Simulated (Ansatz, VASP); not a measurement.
V in VASP and in Ansatz

File INCAR:

```
SYSTEM = V
PREC     = Accurate       ! precision mode
ENCUT    = 520            ! plane-wave cutoff, eV
EDIFF    = 1E-7           ! SCF threshold, eV
ISMEAR   = -1             ! smearing method
SIGMA    = 0.05           ! smearing width, eV
LREAL    = .FALSE.        ! projectors in reciprocal space
LASPH    = .TRUE.         ! aspherical terms in the spheres
NELM     = 150            ! most SCF steps
ALGO     = Normal         ! electronic algorithm
ISIF     = 2              ! what is computed and relaxed
LWAVE    = .FALSE.        ! write WAVECAR
LCHARG   = .FALSE.        ! write CHGCAR
ISPIN    = 2              ! spin polarisation
MAGMOM   = 1.5            ! initial moments
LORBIT   = 11             ! projections on sites
LMAXMIX  = 4              ! l up to which the mixer works
GGA      = CA             ! functional
NBANDS   = 16             ! bands
```

Contents of KPOINTS:

```
regular mesh
0
G
  6 6 6
  0 0 0
```

POSCAR

```
V
1.0
   -1.5143500000      1.5143500000      1.5143500000
    1.5143500000     -1.5143500000      1.5143500000
    1.5143500000      1.5143500000     -1.5143500000
V
1
Direct
    0.0000000000      0.0000000000      0.0000000000
```

Input for Ansatz:

```yaml
crystal:
  lattice:
    - [-1.51435, 1.51435, 1.51435]
    - [1.51435, -1.51435, 1.51435]
    - [1.51435, 1.51435, -1.51435]
  atoms:
    - { symbol: V, position: [0.0, 0.0, 0.0] }
kpoints:
  mp_grid:
    grid: [6, 6, 6]
    shift: [0.0, 0.0, 0.0]
hamiltonian:
  xc: lda
  pseudopotentials:
    kind: paw
magnetization:
  spin_polarized: true
  per_species:
    V: 1.5
scf:
  self_checks: high
  lower_state_search: light
  mixing:
    algorithm: msr1
    preconditioner: resta
  occupations:
    method: fermi_dirac
    width: 0.05
output:
  forces: true
  stress: true
  eigenvalues: true
```

Alike in both runs: task single point; functional LDA; k mesh 6 × 6 × 6; occupations fermi-dirac, width 0.05 eV; collinear spin.

|  | VASP | Ansatz |
| --- | --- | --- |
| version | VASP 6.6.1 | Ansatz 0.2.0 |
| potentials or method | VASP PAW LDA potentials, release 64 (V_sv) | plane waves, PAW |
| plane-wave cutoff (eV) | 520 | 420 |
| valence electrons in the cell | 13 | 13 |

Ansatz gave:

```
gap on the k mesh at the Fermi level (eV)                     : none
pressure (GPa)                                                : -16.5
net moment per atom (μB)                                      : 0.55
size of the moment on the site where the two differ most (μB) : 0.42
```

Which values does VASP return?

gap on the k mesh at the Fermi level (eV): none; pressure (GPa): -16.1; net moment per atom (μB): 0.53; size of the moment on the site where the two differ most (μB): 0.42.

LDA's correlation is that of Perdew and Zunger in VASP and of Perdew and Wang (1992) in Ansatz. Site moments also hang on the region over which each program counts them. A gap of «none» marks a metal or a gap that the smearing closes.

The k mesh is coarse, so the values compare programs but aren't converged.
